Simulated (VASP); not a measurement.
Input of a VASP 6.6.1 run:

Contents of INCAR:

```
PREC = Accurate
ENCUT = 520
EDIFF = 1E-6
ISMEAR = 1
SIGMA = 0.1
LREAL = F
LASPH = T
NELM = 80
ALGO = Normal
ISIF = 2
LWAVE = F
LCHARG = T
GGA = PE
IVDW = 12
LELF = T
LVHAR = T
NBANDS = 13
```

Contents of KPOINTS:

```
Automatic mesh
0
Gamma
  13 13 13
```

File POSCAR:

```
W
1.0
   -1.5500431812      1.5500431812      1.5500431812
    1.5500431812     -1.5500431812      1.5500431812
    1.5500431812      1.5500431812     -1.5500431812
W
1
Direct
    0.0000000000      0.0000000000      0.0000000000
```

Potentials or basis: VASP PAW PBE potentials, release 64 (W_sv).

The run is started by

```bash
$ cat potpaw_PBE.64/W_sv/POTCAR > POTCAR
$ mpirun -np 1 vasp_std > vasp.out
```

Question: What does it give for the band gap on the k mesh?

Answer: Zero (band 7 reaches 17.27 eV, above the bottom of band 8 at 11.03 eV).

Question: What does it give for the dispersion energy per atom?

Answer: -0.741 eV.

Question: Estimate the pressure.

Answer: 21.2 GPa.

Caveat: spin-orbit coupling is left out, which moves the levels of the heavy elements; pairwise dispersion overbinds metals, which lowers pressure and volume.
